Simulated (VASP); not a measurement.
# Na: single point with PBE

Na:

```
Na
1.0
    -3.26339    3.26339    1.78024
     3.26339   -3.26339    1.78024
     3.26339    3.26339   -1.78024
Na
2
Cartesian
  0.0000 0.0000 0.0000
  0.0000 3.2634 0.8901
```

```json
{
  "Program": "VASP 6.6.1",
  "Task": "single point",
  "Functional": "PBE",
  "Potentials or basis": "VASP PAW PBE potentials, release 64 (Na_pv)",
  "Cutoff": "520 eV",
  "k mesh": "6 × 6 × 6",
  "Occupations": "gaussian, width 0.1 eV",
  "Spin": "no spin polarisation"
}
```

The pressure is 0.0 GPa and the band gap on the k mesh is zero (band 7 reaches 1.69 eV, above the bottom of band 8 at -1.16 eV).

Stress tensor (GPa, compression positive):
```
 0.13  0.00  0.00
 0.00  0.13  0.00
 0.00  0.00 -0.31
```

Levels at points of the mesh, in eV from the Fermi level:
```tsv
k point	band 4	band 5	band 6	band 7	band 8	band 9	band 10	band 11
(0.00, 0.00, 0.00)	-25.02	-25.02	-25.02	-3.22	3.47	3.47	3.51	4.55
(0.50, 0.00, 0.00)	-25.03	-25.03	-25.01	0.49	0.76	3.75	3.82	3.90
(0.50, 0.50, 0.00)	-25.04	-25.01	-25.01	-1.43	-1.43	5.03	5.03	5.75
(0.50, 0.50, 0.50)	-25.02	-25.01	-25.01	0.20	0.20	0.46	0.46	8.20
```

Wall time 64 s on 1 thread of Oxide Virtual Turin-like Processor, on a shared host, peak memory 0.19 GiB.
